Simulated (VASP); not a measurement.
LaPPd3, 20 atoms in the cell. Symmetry: I-43m, No. 217, cubic system. Conventional cell: a = 9.114 Å, b = 9.114 Å, c = 9.114 Å, α = 90.00°, β = 90.00°, γ = 90.00°. La (site symmetry -43m) has 4 P at 3.00 Å and 12 Pd at 3.51 Å within 3.9 Å. Within 3.9 Å of La (site symmetry -42m) lie 12 Pd at 3.00 to 3.26 Å and 4 P at 3.74 Å. Within 3.2 Å of Pd (site symmetry m) lie 2 P at 2.39 to 2.45 Å and 6 Pd at 2.87 to 3.05 Å and 1 La at 3.00 Å. Within 3.2 Å of P (site symmetry 3m) lie 6 Pd at 2.39 to 2.45 Å and 1 La at 3.00 Å. 

* Program: VASP 6.6.1
* Task: single point
* Functional: PBE
* Potentials or basis: VASP PAW PBE potentials, release 64 (La, Pd, P)
* Cutoff: 520 eV
* k mesh: 6 × 6 × 6
* Occupations: gaussian, width 0.05 eV
* Spin: no spin polarisation
* Dipole correction: no
* Further INCAR settings: LREAL = Auto; ALGO = Normal; EDIFF = 1e-07; NBANDS = 108

Potentials or basis: VASP PAW PBE potentials, release 64 (La, Pd, P).

Run with:

```console
$ cat potpaw_PBE.64/La/POTCAR potpaw_PBE.64/Pd/POTCAR potpaw_PBE.64/P/POTCAR > POTCAR
$ mpirun -np 1 vasp_std > vasp.out
```

Hardware: 1 thread of AMD EPYC 9R45 96-Core Processor (Zen 5), with other jobs on the host.

**Question.** Estimate the wall time of this run.

**Answer.** Wall time 22 min on 1 thread of AMD EPYC 9R45 96-Core Processor (Zen 5) (shared host), peak memory 0.73 GiB. Counts: scf iterations 18, k points 16.
